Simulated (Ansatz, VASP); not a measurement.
# Hf2ZrSe6: VASP beside Ansatz

```
CELL_PARAMETERS angstrom
3.27489 1.89076 6.99733
-3.27489 1.89076 6.99733
0.00000 -3.78151 6.99733
ATOMIC_POSITIONS crystal
Zr 0.50000 0.50000 0.50000
Hf 0.83334 0.83334 0.83334
Hf 0.16666 0.16666 0.16666
Se 0.42483 0.08925 0.76039
Se 0.08925 0.76039 0.42483
Se 0.76039 0.42483 0.08925
Se 0.23961 0.57517 0.91075
Se 0.91075 0.23961 0.57517
Se 0.57517 0.91075 0.23961
```

Alike in both runs: task single point; functional PBE; k mesh 3 × 3 × 3; occupations gaussian, width 0.1 eV; no spin polarisation.

|  | VASP | Ansatz |
| --- | --- | --- |
| version | VASP 6.6.1 | Ansatz 0.2.0 |
| potentials or method | VASP PAW PBE potentials, release 64 (Zr_sv, Hf_pv, Se), cutoff 520 eV | scalar-relativistic, plane waves, PAW |
| valence electrons in the cell | 68 | 160 |

VASP gave:

```
gap on the k mesh at the Fermi level (eV) : 0.65
least direct gap on the mesh (eV)         : 1.32
pressure (GPa)                            : -0.1
rms of the force components (eV/Å)        : 0.018
```

Task: Estimate Ansatz's values.

Result: gap on the k mesh at the Fermi level (eV): 0.64; least direct gap on the mesh (eV): 1.31; pressure (GPa): 0.0; rms of the force components (eV/Å): 0.002.

Atom by atom the forces differ by 0.018 eV/Å (rms over components). VASP's potentials hold 68 valence electrons a cell and Ansatz's 160, so a difference there can come from the potentials and not from the codes.

Spin-orbit coupling is off throughout.
